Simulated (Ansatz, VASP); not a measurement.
## MgTl in VASP and in Ansatz

File INCAR:

```
SYSTEM = MgTl
ALGO     = Normal         ! electronic algorithm
EDIFF    = 1E-8           ! SCF threshold, eV
ENCUT    = 520            ! plane-wave cutoff, eV
ISIF     = 2              ! what is computed and relaxed
ISMEAR   = -1             ! smearing method
LASPH    = .TRUE.         ! aspherical terms in the spheres
LCHARG   = .FALSE.        ! write CHGCAR
LEFG     = .TRUE.       
LREAL    = .FALSE.        ! projectors in reciprocal space
LWAVE    = .FALSE.        ! write WAVECAR
NBANDS   = 14             ! bands
NELM     = 60             ! most SCF steps
PREC     = Accurate       ! precision mode
SIGMA    = 0.05           ! smearing width, eV
```

File KPOINTS:

```
k-points
0
G
  9 9 9
  0 0 0
```

The input POSCAR:

```
MgTl
1.0
    3.7062926095      0.0000000000      0.0000000000
    0.0000000000      3.7062926095      0.0000000000
    0.0000000000      0.0000000000      3.7062926095
Mg Tl
1 1
Direct
    0.0000000000      0.0000000000      0.0000000000
    0.5000000000      0.5000000000      0.5000000000
```

Input for Ansatz:

```yaml
crystal:
  lattice:
    - [3.7062926095, 0.0, 0.0]
    - [0.0, 3.7062926095, 0.0]
    - [0.0, 0.0, 3.7062926095]
  atoms:
    - { symbol: Mg, position: [0.0, 0.0, 0.0] }
    - { symbol: Tl, position: [0.5, 0.5, 0.5] }
kpoints:
  mp_grid: { grid: [9, 9, 9] }
scf:
  occupations: { method: fermi_dirac, width: 0.05 }
hamiltonian:
  xc: lda
  pseudopotentials: { kind: all_electron, datasets: crystal }
output:
  forces: true
  stress: true
  eigenvalues: true
  efg: { contact_densities: true }
```

Change from the starting cell: volume scaled by 1.06, crystal datasets.

Alike in both runs: task electric field gradients; functional LDA; k mesh 9 × 9 × 9; occupations fermi-dirac, width 0.05 eV; no spin polarisation.

|  | VASP | Ansatz |
| --- | --- | --- |
| version | VASP 6.6.1 | Ansatz 0.2.0 |
| potentials or method | VASP PAW LDA potentials, release 64 (Mg, Tl_d), cutoff 520 eV | all-electron PAW with datasets made for the crystal, scalar-relativistic |

VASP gave:

- pressure (GPa): -4.4

Problem. What did Ansatz give for the same quantities?

Solution. Pressure (GPa): -4.1.

LDA's correlation is that of Perdew and Zunger in VASP and of Perdew and Wang (1992) in Ansatz. Ansatz ran all-electron here, and VASP with PAW potentials.

Neither program's run includes spin-orbit coupling.
